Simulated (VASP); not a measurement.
# CaBiO (P4/nmm) in VASP: single point with PBE

Aim: the single point of CaBiO with PBE.

Program: VASP 6.6.1. These are calculated values, not measurements. Logs are shortened: lines on timing, memory, paths and dates and some standing lists are left out, and cuts for length are marked.

### Step 1. The cell of the first run

Symmetry: P4/nmm, No. 129, tetragonal system. The conventional cell has a = 4.294 Å, b = 4.294 Å, c = 7.630 Å, α = 90.00°, β = 90.00°, γ = 90.00°. Within 4.3 Å of Bi (site symmetry 4mm) lie 8 Bi at 3.31 to 4.29 Å and 6 Ca at 3.77 to 3.91 Å and 4 O at 3.82 Å. O (site symmetry -4m2) has 4 Ca at 2.26 Å and 4 O at 3.04 Å within 3.1 Å. Within 3.0 Å of Ca (site symmetry 4mm) lie 4 O at 2.26 Å.

### Step 2. Single point, PBE

File INCAR:

```
SYSTEM = CaBiO
  ALGO = Normal
  EDIFF = 1E-6
  ENCUT = 520
  GGA = PE
  ISIF = 2
  ISMEAR = 0
  LASPH = .TRUE.
  LCHARG = .FALSE.
  LREAL = .FALSE.
  LWAVE = .FALSE.
  NBANDS = 40
  NELM = 80
  PREC = Accurate
  SIGMA = 0.2876
```

File KPOINTS:

```
k-points
0
G
  8 8 5
  0 0 0
```

File POSCAR:

```
CaBiO
1.0
    4.2944313555      0.0000000000      0.0000000000
    0.0000000000      4.2944313555      0.0000000000
    0.0000000000      0.0000000000      7.6302058226
Bi O Ca
2 2 2
Direct
    0.0000000000      0.5000000000      0.4144806758
    0.5000000000      0.0000000000      0.5855193242
    0.0000000000      0.0000000000      0.0000000000
    0.5000000000      0.5000000000      0.0000000000
    0.0000000000      0.5000000000      0.9091951917
    0.5000000000      0.0000000000      0.0908048083
```

Potentials or basis: VASP PAW PBE potentials, release 64 (Bi_d, O, Ca_sv).

Launch:

```sh
$ cat potpaw_PBE.64/Bi_d/POTCAR potpaw_PBE.64/O/POTCAR potpaw_PBE.64/Ca_sv/POTCAR > POTCAR
$ mpirun -np 1 vasp_std > vasp.out
```

OUTCAR:

```text
SYSTEM = CaBiO
   EDIFF = 1E-6
   ENCUT = 520
   GGA = PE
   ISIF = 2
   ISMEAR = 0
   LASPH = .TRUE.
   LREAL = .FALSE.
   NELM = 80
   PREC = Accurate

 ion  position               nearest neighbor table
   1  0.000  0.500  0.414-   2 3.31   2 3.31   2 3.31   2 3.31
   2  0.500  0.000  0.586-   1 3.31   1 3.31   1 3.31   1 3.31
   3  0.000  0.000  0.000-   5 2.26   6 2.26   5 2.26   6 2.26
   4  0.500  0.500  0.000-   5 2.26   6 2.26   6 2.26   5 2.26
   5  0.000  0.500  0.909-   3 2.26   4 2.26   3 2.26   4 2.26
   6  0.500  0.000  0.091-   3 2.26   4 2.26   4 2.26   3 2.26

  LATTYP: Found a simple tetragonal cell.
 ALAT       =     4.2944313555
 C/A-ratio  =     1.7767674439

  Lattice vectors:

 A1 = (   4.2944313555,   0.0000000000,   0.0000000000)
 A2 = (   0.0000000000,   4.2944313555,   0.0000000000)
 A3 = (   0.0000000000,   0.0000000000,   7.6302058226)

Analysis of symmetry for initial positions (statically):
=====================================================================
 Subroutine PRICEL returns:
 Original cell was already a primitive cell.

 Routine SETGRP: Setting up the symmetry group for a
 simple tetragonal supercell.

 Subroutine GETGRP returns: Found 16 space group operations
 (whereof  8 operations were pure point group operations)
 out of a pool of 16 trial point group operations.

The static configuration has the point symmetry D_2d.
 The point group associated with its full space group is D_4h.

Analysis of symmetry for dynamics (positions and initial velocities):
=====================================================================
 Subroutine PRICEL returns:
 Original cell was already a primitive cell.

 Routine SETGRP: Setting up the symmetry group for a
 simple tetragonal supercell.

 Subroutine GETGRP returns: Found 16 space group operations
 (whereof  8 operations were pure point group operations)
 out of a pool of 16 trial point group operations.

The dynamic configuration has the point symmetry D_2d.
 The point group associated with its full space group is D_4h.

 Subroutine INISYM returns: Found 16 space group operations
 (whereof  8 operations are pure point group operations),
 and found     1 'primitive' translations

----------------------------------------------------------------------------------------

                                     Primitive cell

[... 99 lines left out ...]
   LREAL  =      F    real-space projection
   EDIFFG = 0.1E-04   stopping-criterion for IOM
   NSW    =      0    number of steps for IOM
   IBRION =     -1    ionic relax: 0-MD 1-quasi-New 2-CG
   NFREE  =      0    steps in history (QN), initial steepest desc. (CG)
   ISIF   =      2    stress and relaxation
   ISYM   =      2    0-nonsym 1-usesym 2-fastsym
   POTIM  = 0.5000    time-step for ionic-motion
   TEBEG  =    0.0;   TEEND  =   0.0 temperature during run
   PSTRESS=    0.0 pullay stress
   NELECT =      62.0000    total number of electrons
   NUPDOWN=      -1.0000    fix difference up-down
   EMIN   =  10.00;   EMAX   =-10.00  energy-range for DOS
   EFERMI =   0.00;   METHOD = LEGACY
   ISMEAR =     0;   SIGMA  =   0.29  broadening in eV -4-tet -1-fermi 0-gaus
   EFERMI_NEDOS =   21; number of points for ismear=-14 and -15
   IALGO  =     38    algorithm
   IMIX   =      4    mixing-type and parameters
     AMIX     =   0.40;   BMIX     =  1.00
     AMIX_MAG =   1.60;   BMIX_MAG =  1.00
  volume/ion in A,a.u.               =      23.45       158.27
  Fermi-wavevector in a.u.,A,eV,Ry     =   1.245727  2.354083 21.114006  1.551836
  Thomas-Fermi vector in A             =   2.379936
   LORBIT       =      0    0 simple, 1 ext, 2 COOP (PROOUT), +10 PAW based schemes
   GGA     = PE    functional components
   LHFCALC =     F    Hartree Fock is set to
   AEXX    =    0.0000 exact exchange contribution
   IVDW    =     0    specifies the selected vdW correction
   LEPSILON=     F    determine dielectric tensor
   LRPA    =     F    only Hartree local field effects (RPA)
 non-spin polarized calculation
 Gauss-broadening in eV      SIGMA  =   0.29
  energy-cutoff  :      520.00
  volume of cell :      140.72
 maximum number of plane-waves:      3828
 NGX is ok and might be reduce to    32
   NGX = 15   NGY = 15   NGZ = 29

 number of electron      62.0000002 magnetization

 Free energy of the ion-electron system (eV)
  ---------------------------------------------------
  ext. energy  EPLUGINS =         0.00000000
  ---------------------------------------------------
  free energy    TOTEN  =       -31.33329939 eV

  energy without entropy =      -31.22307109  energy(sigma->0) =      -31.27818524

 E-fermi :   3.7648     XC(G=0):  -9.4261

 val. band max:        3.7554547549   @ k =   0.5000   0.1250   0.4000
 cond. band min:       3.7687119605   @ k =   0.5000   0.1250   0.2000
 fundamental gap:      0.0132572056
 Fermi energy:         3.7648395493

 k-point     1 :       0.0000    0.0000    0.0000
  band No.  band energies     occupation
      1     -34.2418      2.00000
      2     -34.1529      2.00000
      3     -18.9439      2.00000
      4     -18.8938      2.00000
      5     -18.8227      2.00000
      6     -18.8227      2.00000
[... 1021 lines left out ...]
     39      10.4843      0.00000
     40      10.4843      0.00000

 [... further k-points ...]

------------------------ aborting loop because EDIFF is reached ----------------------------------------

  FORCE on cell =-STRESS in cart. coord.  units (eV):
  Direction    XX          YY          ZZ          XY          YZ          ZX
  --------------------------------------------------------------------------------------
  -------------------------------------------------------------------------------------
  Total        0.3077237      0.3077237      0.0345747      0.0000000      0.0000000      0.0000000
  in kB        3.5036757      3.5036757      0.3936601      0.0000000      0.0000000      0.0000000
  external PRESSURE =       2.4670038 kB  Pullay stress =       0.0000000 kB

 VOLUME and BASIS-vectors are now :
 -----------------------------------------------------------------------------
  energy-cutoff  :      520.00
  volume of cell :      140.72
      direct lattice vectors                 reciprocal lattice vectors
     4.294431356  0.000000000  0.000000000     0.232859701  0.000000000  0.000000000
     0.000000000  4.294431356  0.000000000     0.000000000  0.232859701  0.000000000
     0.000000000  0.000000000  7.630205823     0.000000000  0.000000000  0.131058064

 POSITION                                       TOTAL-FORCE (eV/Angst)
 -----------------------------------------------------------------------------------
      0.00000      2.14722      3.16257         0.000000      0.000000      0.000680
      2.14722      0.00000      4.46763         0.000000      0.000000     -0.000680
      0.00000      0.00000      0.00000         0.000000      0.000000      0.000000
      2.14722      2.14722      0.00000         0.000000     -0.000000      0.000000
      0.00000      2.14722      6.93735        -0.000000      0.000000     -0.063679
      2.14722      0.00000      0.69286         0.000000      0.000000      0.063679
 -----------------------------------------------------------------------------------
    total drift:                                0.000000     -0.000000      0.000000

  FREE ENERGIE OF THE ION-ELECTRON SYSTEM (eV)
  ---------------------------------------------------
  free  energy   TOTEN  =       -31.3332993888 eV

  energy  without entropy=      -31.2230710887  energy(sigma->0) =      -31.27818524
```

Run time: 3.4 min. Hardware: 1 thread of Intel Xeon Platinum 8259CL at 2.50GHz (Skylake/Cascade Lake), shared host; peak memory 0.38 GiB.

Results:

```yaml
Free_energy: -31.3333 eV
Pressure: 0.2 GPa
Largest_force: 0.064 eV/Å
Band_gap_on_the_k_mesh: zero (bands 31 and 32 overlap by 1.14 eV)
```

Forces in eV/Å, atoms in the order of the input:
```
Bi   0.000  0.000  0.001
Bi   0.000  0.000 -0.001
O    0.000  0.000  0.000
O    0.000  0.000  0.000
Ca   0.000  0.000 -0.064
Ca   0.000  0.000  0.064
```

Caveat: spin-orbit coupling is left out, which moves the levels of the heavy elements.
